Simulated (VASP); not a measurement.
# Ta: relaxation of cell and atoms with r2SCAN

The system is Ta.

```
CELL_PARAMETERS angstrom
-1.65000 1.65000 1.65000
1.65000 -1.65000 1.65000
1.65000 1.65000 -1.65000
ATOMIC_POSITIONS crystal
Ta 0.00000 0.00000 0.00000
```

* Program: VASP 6.6.1
* Task: relaxation of cell and atoms
* Functional: r2SCAN
* Potentials or basis: VASP PAW PBE potentials, release 64 (Ta_pv)
* Cutoff: 550 eV
* k mesh: 9 × 9 × 9
* Occupations: fermi-dirac, width 0.1 eV
* Spin: no spin polarisation
* Dipole correction: no
* Further INCAR settings: ALGO = Normal; EDIFF = 1e-07; IBRION = 2; EDIFFG = -0.03; NSW = 80; ISIF = 3

- Relaxed volume: 18.19 Å³/atom
- Relaxed cell: a = 2.870 Å, b = 2.870 Å, c = 2.870 Å, α = 109.47°, β = 109.47°, γ = 109.47°
- Space group after relaxing (to 0.1 Å): Im-3m (No. 229)
- Energy gained by relaxing: 1.7 meV/atom
- Ionic steps: 3
- Pressure after relaxing: 0.0 GPa
- Band gap on the k mesh: zero (an odd number of electrons rules out a gap without spin polarisation)

Step by step:
| step | energy change (eV) | largest force (eV/Å) | pressure (GPa) | volume (Å³) |
| --- | --- | --- | --- | --- |
| 1 | 0.0000 | 0.0000 | 2.48 | 17.97 |
| 2 | 0.0067 | 0.0000 | -5.18 | 18.70 |
| 3 | -0.0017 | 0.0000 | -0.01 | 18.19 |

Final structure:
```
CELL_PARAMETERS angstrom
-1.65689 1.65689 1.65689
1.65689 -1.65689 1.65689
1.65689 1.65689 -1.65689
ATOMIC_POSITIONS crystal
Ta 0.00000 0.00000 0.00000
```

Levels at points of the mesh, in eV from the Fermi level:
```tsv
k point	band 3	band 4	band 5	band 6	band 7	band 8
(0.00, 0.00, 0.00)	-34.31	-8.33	0.80	0.80	0.80	4.25
```

It took 52 s on 1 thread of Intel(R) Xeon(R) Platinum 8488C (Sapphire Rapids), on a shared host, peak memory 0.16 GiB.

Caveat: the PAW data sets were made with another functional, which shifts forces and pressure a little; spin-orbit coupling is left out, which moves the levels of the heavy elements.
